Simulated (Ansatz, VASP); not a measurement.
# One calculation of MoSe, two programs

The input INCAR:

```
PREC = Accurate
ENCUT = 500
EDIFF = 1E-6
ISMEAR = 0
SIGMA = 0.05
LREAL = F
LASPH = T
NELM = 200
ALGO = Normal
ISIF = 2
LWAVE = F
LCHARG = F
ISPIN = 2
MAGMOM = 0.41 0
LORBIT = 11
LMAXMIX = 4
GGA = PS
NBANDS = 21
GGA_COMPAT = F
```

KPOINTS

```
regular mesh
0
Gamma
  10 10 10
```

Contents of POSCAR:

```
MoSe
1.0
    0.0000000000      2.5807626470      2.5807626470
    2.5807626470      0.0000000000      2.5807626470
    2.5807626470      2.5807626470      0.0000000000
Mo Se
1 1
Direct
    0.5000000000      0.5000000000      0.5000000000
    0.0000000000      0.0000000000      0.0000000000
```

Input for Ansatz:

```yaml
crystal:
  lattice:
    - [0.0, 2.580762647, 2.580762647]
    - [2.580762647, 0.0, 2.580762647]
    - [2.580762647, 2.580762647, 0.0]
  atoms:
    - { symbol: Mo, position: [0.5, 0.5, 0.5], spin: 0.41 }
    - { symbol: Se, position: [0.0, 0.0, 0.0] }
basis:
  ecutwfc: 420
  ecutrho_ratio: 4
kpoints:
  mp_grid: { grid: [10, 10, 10] }
hamiltonian:
  xc: pbesol
scf:
  occupations: { method: gaussian, width: 0.05 }
output:
  forces: true
  stress: true
  eigenvalues: true
  populations: true
magnetization:
  spin_polarized: true
```

Alike in both runs: task single point; functional PBEsol; k mesh 10 × 10 × 10; occupations gaussian, width 0.05 eV; collinear spin.

|  | VASP | Ansatz |
| --- | --- | --- |
| version | VASP 6.6.1 | Ansatz 0.2.0 |
| potentials or method | VASP PAW PBE potentials, release 64 (Mo_sv, Se), cutoff 500 eV | scalar-relativistic, plane waves, PAW |
| valence electrons in the cell | 20 | 30 |

Ansatz gave:

```
pressure (GPa)                                                : -0.9
net moment per atom (μB)                                      : 0.16
size of the moment on the site where the two differ most (μB) : 0.24
```

Problem. Which values does VASP return?

Solution. Pressure (GPa): -0.6; net moment per atom (μB): 0.15; size of the moment on the site where the two differ most (μB): 0.27.

VASP's potentials were made for PBE, not for PBEsol. Site moments also hang on the region over which each program counts them. VASP's potentials hold 20 valence electrons a cell and Ansatz's 30, so a difference there can come from the potentials and not from the codes.
